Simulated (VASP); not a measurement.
Write the native input for VASP 6.6.1 that does the following.

* Task: single point
* Functional: LDA
* Potentials or basis: VASP PAW LDA potentials, release 64 (Al)
* Cutoff: 520 eV
* k mesh: 6 × 6 × 3
* Occupations: fermi-dirac, width 0.05 eV
* Spin: no spin polarisation
* Dipole correction: no
* Further INCAR settings: ALGO = Fast; EDIFF = 1e-06; NBANDS = 10

The structure of Al lies in POSCAR:

```
Al
1.0
    2.8124553515      0.0000000000      0.0000000000
   -1.4062276757      2.4356577814      0.0000000000
    0.0000000000      0.0000000000      4.8668500000
Al
2
Direct
    0.3333333333      0.6666666667      0.2500000000
    0.6666666667      0.3333333333      0.7500000000
```

This isn't the form of Al at room conditions, which is fcc.

The input as run:

INCAR

```
SYSTEM = Al
PREC = Accurate ; ENCUT = 520
EDIFF = 1E-6 ; ISMEAR = -1
SIGMA = 0.05 ; LREAL = .FALSE.
LASPH = .TRUE. ; NELM = 100
ALGO = Fast ; ISIF = 2
LWAVE = .FALSE. ; LCHARG = .FALSE.
GGA = CA ; NBANDS = 10
```

KPOINTS

```
Automatic mesh
0
G
  6 6 3
  0 0 0
```

Potentials or basis: VASP PAW LDA potentials, release 64 (Al).

Run with:

```bash
$ cat potpaw_LDA.64/Al/POTCAR > POTCAR
$ mpirun -np 1 vasp_std > vasp.out
```

Results of the run:

| Quantity | Value |
| --- | --- |
| Pressure | -1.3 GPa |
| Band gap on the k mesh | zero (bands 3 and 4 overlap by 3.64 eV) |

Caveat: the k points lie up to 0.43 Å⁻¹ apart, too coarse for converged energies and pressures of a metal.

Run time: 3.1 s on 1 thread of Intel(R) Xeon(R) Platinum 8259CL CPU @ 2.50GHz (Skylake/Cascade Lake), with other jobs on the host, peak memory 0.12 GiB.
